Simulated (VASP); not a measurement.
# EuTiSe2 (P6/mmm) in VASP: single point with PBE

Aim: the single point of EuTiSe2 with PBE.

All numbers are computed with VASP 6.6.1; they aren't measurements. Logs are shortened: lines on timing, memory, paths and dates and some standing lists are left out, and cuts for length are marked.

## 1. The cell of the first run

Symmetry: P6/mmm, No. 191, hexagonal system. Conventional cell: a = 5.244 Å, b = 5.244 Å, c = 5.761 Å, α = 90.00°, β = 90.00°, γ = 120.00°. Within 3.8 Å of Eu (site symmetry 6/mmm) lie 2 Ti at 2.88 Å and 6 Se at 3.03 Å. Ti (site symmetry 6/mmm) has 2 Eu at 2.88 Å within 3.8 Å. Within 4.0 Å of Se (site symmetry -6m2) lie 3 Se at 3.03 Å and 3 Eu at 3.03 Å.

The cell was generated, and may not be a known phase.

## 2. Single point, PBE, collinear spin, ferromagnetic start

Contents of INCAR:

```
  PREC = Accurate
  ENCUT = 520
  EDIFF = 1E-6
  ISMEAR = 0
  SIGMA = 0.1
  LREAL = F
  LASPH = T
  NELM = 150
  ALGO = Normal
  ISIF = 2
  LWAVE = F
  LCHARG = F
  ISPIN = 2
  MAGMOM = 7 1 0 0
  LORBIT = 11
  LMAXMIX = 6
  GGA = PE
  NBANDS = 32
```

Contents of KPOINTS:

```
Automatic mesh
0
Gamma
  6 6 4
```

Contents of POSCAR:

```
EuTiSe2
1.0
    5.2435829379      0.0000000000      0.0000000000
   -2.6217914690      4.5410760311      0.0000000000
    0.0000000000      0.0000000000      5.7613035011
Eu Ti Se
1 1 2
Direct
    0.0000000000      0.0000000000      0.5000000000
    0.0000000000      0.0000000000      0.0000000000
    0.3333333333      0.6666666667      0.5000000000
    0.6666666667      0.3333333333      0.5000000000
```

Potentials or basis: VASP PAW PBE potentials, release 64 (Eu, Ti_sv, Se).

Command:

```
$ cat potpaw_PBE.64/Eu/POTCAR potpaw_PBE.64/Ti_sv/POTCAR potpaw_PBE.64/Se/POTCAR > POTCAR
$ mpirun -np 1 vasp_std > vasp.out
```

OUTCAR:

```text
PREC = Accurate
   ENCUT = 520
   EDIFF = 1E-6
   ISMEAR = 0
   LREAL = F
   LASPH = T
   NELM = 150
   ISIF = 2
   ISPIN = 2
   LORBIT = 11
   GGA = PE

 ion  position               nearest neighbor table
   1  0.000  0.000  0.500-   2 2.88   2 2.88   4 3.03   3 3.03   4 3.03   3 3.03   4 3.03   3 3.03

   2  0.000  0.000  0.000-   1 2.88   1 2.88
   3  0.333  0.667  0.500-   1 3.03   1 3.03   1 3.03
   4  0.667  0.333  0.500-   1 3.03   1 3.03   1 3.03

  LATTYP: Found a hexagonal cell.
 ALAT       =     5.2435829379
 C/A-ratio  =     1.0987341231

  Lattice vectors:

 A1 = (   5.2435829379,   0.0000000000,   0.0000000000)
 A2 = (  -2.6217914690,   4.5410760311,   0.0000000000)
 A3 = (   0.0000000000,   0.0000000000,   5.7613035011)

Analysis of symmetry for initial positions (statically):
=====================================================================
 Subroutine PRICEL returns:
 Original cell was already a primitive cell.

 Routine SETGRP: Setting up the symmetry group for a
 hexagonal supercell.

 Subroutine GETGRP returns: Found 24 space group operations
 (whereof 24 operations were pure point group operations)
 out of a pool of 24 trial point group operations.

The static configuration has the point symmetry D_6h.

Analysis of symmetry for dynamics (positions and initial velocities):
=====================================================================
 Subroutine PRICEL returns:
 Original cell was already a primitive cell.

 Routine SETGRP: Setting up the symmetry group for a
 hexagonal supercell.

 Subroutine GETGRP returns: Found 24 space group operations
 (whereof 24 operations were pure point group operations)
 out of a pool of 24 trial point group operations.

The dynamic configuration has the point symmetry D_6h.

Analysis of structural, dynamic, and magnetic symmetry:
=====================================================================
 Subroutine PRICEL returns:
 Original cell was already a primitive cell.

 Routine SETGRP: Setting up the symmetry group for a
 hexagonal supercell.

 Subroutine GETGRP returns: Found 24 space group operations
 (whereof 24 operations were pure point group operations)
 out of a pool of 24 trial point group operations.

The overall configuration has the point symmetry D_6h.

 Subroutine INISYM returns: Found 24 space group operations
 (whereof 24 operations are pure point group operations),
 and found     1 'primitive' translations

----------------------------------------------------------------------------------------

                                     Primitive cell

  volume of cell :     137.1853

  direct lattice vectors                    reciprocal lattice vectors
     5.243582938  0.000000000  0.000000000     0.190709294  0.110106062  0.000000000
    -2.621791469  4.541076031  0.000000000     0.000000000  0.220212124  0.000000000
     0.000000000  0.000000000  5.761303501     0.000000000  0.000000000  0.173571831

  length of vectors
     5.243582938  5.243582938  5.761303501     0.220212124  0.220212124  0.173571831

  position of ions in fractional coordinates (direct lattice)
     0.000000000  0.000000000  0.500000000
     0.000000000  0.000000000  0.000000000
     0.333333333  0.666666667  0.500000000
     0.666666667  0.333333333  0.500000000

  ion indices of the primitive-cell ions
   primitive index   ion index
                 1           1
                 2           2
                 3           3
                 4           4

----------------------------------------------------------------------------------------

 KPOINTS: Automatic mesh

Automatic generation of k-mesh.
 Grid dimensions read from file:
 generate k-points for:    6    6    4

 Generating k-lattice:

  Cartesian coordinates                     Fractional coordinates (reciprocal lattice)
     0.031784882  0.018351010  0.000000000     0.166666667  0.000000000  0.000000000
     0.000000000  0.036702021  0.000000000     0.000000000  0.166666667  0.000000000
     0.000000000  0.000000000  0.043392958     0.000000000  0.000000000  0.250000000

  Length of vectors
     0.036702021  0.036702021  0.043392958

  Shift w.r.t. Gamma in fractional coordinates (k-lattice)
     0.000000000  0.000000000  0.000000000

 Subroutine IBZKPT returns following result:
 ===========================================

 Found     21 irreducible k-points:

 Following reciprocal coordinates:
            Coordinates               Weight
  0.000000  0.000000  0.000000      1.000000
  0.166667  0.000000  0.000000      6.000000
  0.333333 -0.000000  0.000000      6.000000
  0.500000  0.000000  0.000000      3.000000
  0.166667  0.166667  0.000000      6.000000
  0.333333  0.166667  0.000000     12.000000
[... 13 lines left out ...]
  0.333333  0.166667  0.500000     12.000000
  0.333333  0.333333  0.500000      2.000000
   k-points           NKPTS =     21   k-points in BZ     NKDIM =     21   number of bands    NBANDS=     32
   number of dos      NEDOS =    301   number of ions     NIONS =      4
   total plane-waves  NPLWV =  76800
   dimension x,y,z NGX =    40 NGY =   40 NGZ =   48
   dimension x,y,z NGXF=    80 NGYF=   80 NGZF=   96
   ions per type =               1   1   2
   NGX,Y,Z   is equivalent  to a cutoff of  12.68, 12.68, 13.85 a.u.
   NGXF,Y,Z  is equivalent  to a cutoff of  25.36, 25.36, 27.70 a.u.
 SYSTEM =  unknown system
   PREC   = accura    normal or accurate (medium, high low for compatibility)
   ISTART =      0    job   : 0-new  1-cont  2-samecut
   ICHARG =      2    charge: 1-file 2-atom 10-const
   ISPIN  =      2    spin polarized calculation?
   LNONCOLLINEAR =      F non collinear calculations
   LSORBIT =      F    spin-orbit coupling
   LASPH  =      T    aspherical Exc in radial PAW
   ENCUT  =  520.0 eV  38.22 Ry    6.18 a.u.   9.75  9.75 10.71*2*pi/ulx,y,z
   NELM   =    150;   NELMIN=  2; NELMDL= -5     # of ELM steps
   EDIFF  = 0.1E-05   stopping-criterion for ELM
   LREAL  =      F    real-space projection
   EDIFFG = 0.1E-04   stopping-criterion for IOM
   NSW    =      0    number of steps for IOM
   IBRION =     -1    ionic relax: 0-MD 1-quasi-New 2-CG
   NFREE  =      0    steps in history (QN), initial steepest desc. (CG)
   ISIF   =      2    stress and relaxation
   ISYM   =      2    0-nonsym 1-usesym 2-fastsym
   POTIM  = 0.5000    time-step for ionic-motion
   TEBEG  =    0.0;   TEEND  =   0.0 temperature during run
   PSTRESS=    0.0 pullay stress
   NELECT =      41.0000    total number of electrons
   NUPDOWN=      -1.0000    fix difference up-down
   EMIN   =  10.00;   EMAX   =-10.00  energy-range for DOS
   EFERMI =   0.00;   METHOD = LEGACY
   ISMEAR =     0;   SIGMA  =   0.10  broadening in eV -4-tet -1-fermi 0-gaus
   EFERMI_NEDOS =   21; number of points for ismear=-14 and -15
   IALGO  =     38    algorithm
   IMIX   =      4    mixing-type and parameters
     AMIX     =   0.40;   BMIX     =  1.00
     AMIX_MAG =   1.60;   BMIX_MAG =  1.00
  volume/ion in A,a.u.               =      34.30       231.44
  Fermi-wavevector in a.u.,A,eV,Ry     =   1.094545  2.068390 16.300166  1.198028
  Thomas-Fermi vector in A             =   2.230852
   LORBIT       =     11    0 simple, 1 ext, 2 COOP (PROOUT), +10 PAW based schemes
   GGA     = PE    functional components
   LHFCALC =     F    Hartree Fock is set to
   AEXX    =    0.0000 exact exchange contribution
   IVDW    =     0    specifies the selected vdW correction
   LEPSILON=     F    determine dielectric tensor
   LRPA    =     F    only Hartree local field effects (RPA)
 spin polarized calculation
 Gauss-broadening in eV      SIGMA  =   0.10
  energy-cutoff  :      520.00
  volume of cell :      137.19
 maximum number of plane-waves:      3726
 NGX is ok and might be reduce to    40
   NGX = 19   NGY = 19   NGZ = 21

 number of electron      41.0000015 magnetization      10.0780755

 number of electron      41.0000015 magnetization       9.7200893

 Free energy of the ion-electron system (eV)
  ---------------------------------------------------
  ext. energy  EPLUGINS =         0.00000000
  ---------------------------------------------------
  free energy    TOTEN  =       -24.29317676 eV

  energy without entropy =      -24.24392983  energy(sigma->0) =      -24.26855330

 E-fermi :   2.0563     XC(G=0):  -8.2547

 val. band max:        2.0554471354   @ k =   0.1667   0.0000   0.0000
 cond. band min:       2.0588167584   @ k =   0.3333   0.1667   0.5000
 fundamental gap:      0.0033696231
 Fermi energy:         2.0562501524

 spin component 1

 k-point     1 :       0.0000    0.0000    0.0000
  band No.  band energies     occupation
      1     -55.8786      1.00000
      2     -39.1981      1.00000
      3     -32.2687      1.00000
      4     -32.2687      1.00000
      5     -32.1466      1.00000
      6     -18.1922      1.00000
[... 724 lines left out ...]
     31       4.4459      0.00000
     32       4.4459      0.00000
 Fermi energy:         2.0562501524

 spin component 2

 k-point     1 :       0.0000    0.0000    0.0000
  band No.  band energies     occupation
      1     -53.9457      1.00000
      2     -36.1389      1.00000
      3     -30.4055      1.00000
      4     -30.4055      1.00000
      5     -30.0508      1.00000
      6     -15.9216      1.00000
[... 724 lines left out ...]
     31       6.3363      0.00000
     32       6.6282      0.00000

------------------------ aborting loop because EDIFF is reached ----------------------------------------

  FORCE on cell =-STRESS in cart. coord.  units (eV):
  Direction    XX          YY          ZZ          XY          YZ          ZX
  --------------------------------------------------------------------------------------
  -------------------------------------------------------------------------------------
  Total       -0.2315124     -0.2315124     -0.0553209      0.0000000      0.0000000     -0.0000000
  in kB       -2.7038163     -2.7038163     -0.6460887      0.0000000      0.0000000     -0.0000000
  external PRESSURE =      -2.0179071 kB  Pullay stress =       0.0000000 kB

 VOLUME and BASIS-vectors are now :
 -----------------------------------------------------------------------------
  energy-cutoff  :      520.00
  volume of cell :      137.19
      direct lattice vectors                 reciprocal lattice vectors
     5.243582938  0.000000000  0.000000000     0.190709294  0.110106062  0.000000000
    -2.621791469  4.541076031  0.000000000     0.000000000  0.220212124  0.000000000
     0.000000000  0.000000000  5.761303501     0.000000000  0.000000000  0.173571831

 POSITION                                       TOTAL-FORCE (eV/Angst)
 -----------------------------------------------------------------------------------
      0.00000      0.00000      2.88065        -0.000000      0.000000      0.000000
      0.00000      0.00000      0.00000         0.000000      0.000000      0.000000
     -0.00000      3.02738      2.88065        -0.000000     -0.000000     -0.000000
      2.62179      1.51369      2.88065         0.000000      0.000000      0.000000
 -----------------------------------------------------------------------------------
    total drift:                                0.000000      0.000000      0.000000

  FREE ENERGIE OF THE ION-ELECTRON SYSTEM (eV)
  ---------------------------------------------------
  free  energy   TOTEN  =       -24.2931767635 eV

  energy  without entropy=      -24.2439298326  energy(sigma->0) =      -24.26855330

 total charge

# of ion       s       p       d       f       tot
--------------------------------------------------
    1        2.058   5.712   0.536   6.481  14.787
    2        2.161   5.944   2.090   0.000  10.196
    3        1.488   2.249   0.025   0.000   3.761
    4        1.488   2.249   0.025   0.000   3.761
--------------------------------------------------
tot          7.195  16.154   2.675   6.481  32.505

 magnetization (x)

# of ion       s       p       d       f       tot
--------------------------------------------------
    1        0.001  -0.091   0.210   6.443   6.563
    2        0.079   0.018   1.949   0.000   2.047
    3       -0.002  -0.053   0.003   0.000  -0.052
    4       -0.002  -0.053   0.003   0.000  -0.052
--------------------------------------------------
tot          0.076  -0.179   2.166   6.443   8.506
```

Wall time 10 min (1 thread of Intel Xeon Platinum 8259CL at 2.50GHz (Skylake/Cascade Lake), shared host); peak memory 0.44 GiB.

What came out:

| Item | Value |
| --- | --- |
| Free energy | -24.2932 eV |
| Pressure | -0.2 GPa |
| Net moment | 9.72 μB per cell |
| Site moments | Eu +6.56; Ti +2.05; Se -0.05 μB |
| Valence electrons inside the program's atomic spheres | Eu 14.79; Ti 10.20; Se 3.76 |

Caveat: spin-orbit coupling is left out, which moves the levels of the heavy elements; a cell with one magnetic atom can't hold antiferromagnetic order, which such compounds often take; semilocal functionals describe open f shells poorly, which spoils levels, moments and volumes. With open d or f shells a metallic result of PBE can be an artefact of self-interaction; +U or a hybrid may open a gap.
